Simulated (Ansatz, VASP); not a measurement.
Bi2Se3 in VASP and in Ansatz

Contents of INCAR:

```
SYSTEM = Bi2Se3
PREC     = Accurate       ! precision mode
ENCUT    = 520            ! plane-wave cutoff, eV
EDIFF    = 1E-7           ! SCF threshold, eV
ISMEAR   = 0              ! smearing method
SIGMA    = 0.05           ! smearing width, eV
LREAL    = .False.        ! projectors in reciprocal space
LASPH    = .True.         ! aspherical terms in the spheres
NELM     = 100            ! most SCF steps
ALGO     = Normal         ! electronic algorithm
ISIF     = 2              ! what is computed and relaxed
LWAVE    = .False.        ! write WAVECAR
LCHARG   = .False.        ! write CHGCAR
GGA      = PE             ! functional
NBANDS   = 32             ! bands
```

Contents of KPOINTS:

```
regular mesh
0
Gamma
  6 6 6
  0 0 0
```

The input POSCAR:

```
Bi2Se3
1.0
    1.9889736646      1.1483344807     10.6948803845
   -1.9889736646      1.1483344807     10.6948803845
    0.0000000000     -2.2966689614     10.6948803845
Bi Se
2 3
Direct
    0.3955941725      0.3955941725      0.3955941725
    0.6044058275      0.6044058275      0.6044058275
    0.0000000000      0.0000000000      0.0000000000
    0.2210304535      0.2210304535      0.2210304535
    0.7789695465      0.7789695465      0.7789695465
```

Input for Ansatz:

```yaml
crystal:
  lattice:
    - [1.9889736646, 1.1483344807, 10.6948803845]
    - [-1.9889736646, 1.1483344807, 10.6948803845]
    - [0.0, -2.2966689614, 10.6948803845]
  atoms:
    - { symbol: Bi, position: [0.3955941725, 0.3955941725, 0.3955941725] }
    - { symbol: Bi, position: [0.6044058275, 0.6044058275, 0.6044058275] }
    - { symbol: Se, position: [0.0, 0.0, 0.0] }
    - { symbol: Se, position: [0.2210304535, 0.2210304535, 0.2210304535] }
    - { symbol: Se, position: [0.7789695465, 0.7789695465, 0.7789695465] }
basis:
  ecutwfc: 420
kpoints:
  mp_grid: { grid: [6, 6, 6] }
hamiltonian:
  xc: pbe
scf:
  occupations: { method: gaussian, width: 0.05 }
output:
  forces: true
  stress: true
  eigenvalues: true
```

Change from the starting cell: strain -0.050 along x and y, +0.025 along z, atoms carried along.

Alike in both runs: task single point; functional PBE; k mesh 6 × 6 × 6; occupations gaussian, width 0.05 eV; no spin polarisation.

|  | VASP | Ansatz |
| --- | --- | --- |
| version | VASP 6.6.1 | Ansatz 0.2.0 |
| potentials or method | VASP PAW PBE potentials, release 64 (Bi_d, Se), cutoff 520 eV | scalar-relativistic, plane waves, PAW |
| valence electrons in the cell | 48 | 78 |

Ansatz gave:

* gap on the k mesh at the Fermi level (eV): 0.97
* least direct gap on the mesh (eV): 0.97
* pressure (GPa): 4.9
* traceless stress, the component that is largest in VASP (GPa): -2.24
* rms of the force components (eV/Å): 0.214

**Question.** What did VASP give for the same quantities?

**Answer.** gap on the k mesh at the Fermi level (eV): 0.97; least direct gap on the mesh (eV): 0.97; pressure (GPa): 5.0; traceless stress, the component that is largest in VASP (GPa): -2.23; rms of the force components (eV/Å): 0.221.

Atom by atom the forces differ by 0.008 eV/Å (rms over components). The functional is the same, so the differences come from potentials, cutoffs and numerics. VASP's potentials hold 48 valence electrons a cell and Ansatz's 78, so a difference there can come from the potentials and not from the codes.

Spin-orbit coupling is off throughout.
